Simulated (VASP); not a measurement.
Set up this calculation in VASP 6.6.1, as the native input.

```
Task                   : single point
Functional             : PBE
Potentials or basis    : VASP PAW PBE potentials, release 64 (In_d)
Cutoff                 : 520 eV
k mesh                 : 12 × 12 × 1
Occupations            : gaussian, width 0.1 eV
Spin                   : no spin polarisation
Dipole correction      : yes
Further INCAR settings : ALGO = Normal; EDIFF = 1e-06; NBANDS = 20
```

The structure of In lies in POSCAR:

```
In
1.0
    5.0153650765      0.0000000000      0.0000000000
   -2.5076825383      4.3434335654      0.0000000000
    0.0000000000      0.0000000000     23.8000000000
In
2
Direct
    0.6666666667      0.3333333333      0.2941176471
    0.3333333333      0.6666666667      0.2941176471
```

These files were run (other wordings do the same):

INCAR

```
PREC = Accurate
ENCUT = 520
EDIFF = 1E-6
ISMEAR = 0
SIGMA = 0.1
LREAL = False
LASPH = True
NELM = 100
ALGO = Normal
ISIF = 2
LWAVE = False
LCHARG = False
LDIPOL = True
IDIPOL = 3
DIPOL = 0.5 0.5 0.294
GGA = PE
NBANDS = 20
```

KPOINTS

```
Automatic mesh
0
Gamma
  12 12 1
```

Potentials or basis: VASP PAW PBE potentials, release 64 (In_d).

Run with:

```console
$ cat potpaw_PBE.64/In_d/POTCAR > POTCAR
$ mpirun -np 1 vasp_std > vasp.out
```

Results of the run:

```yaml
Band_gap_on_the_k_mesh: zero (band 13 reaches -2.32 eV, above the bottom of band 14 at -2.67 eV)
```

Caveat: spin-orbit coupling is left out, which moves the levels of the heavy elements.

Wall time 4.8 min on 1 thread of AMD EPYC 7R13 Processor (Zen 3), on a shared host, peak memory 0.66 GiB.
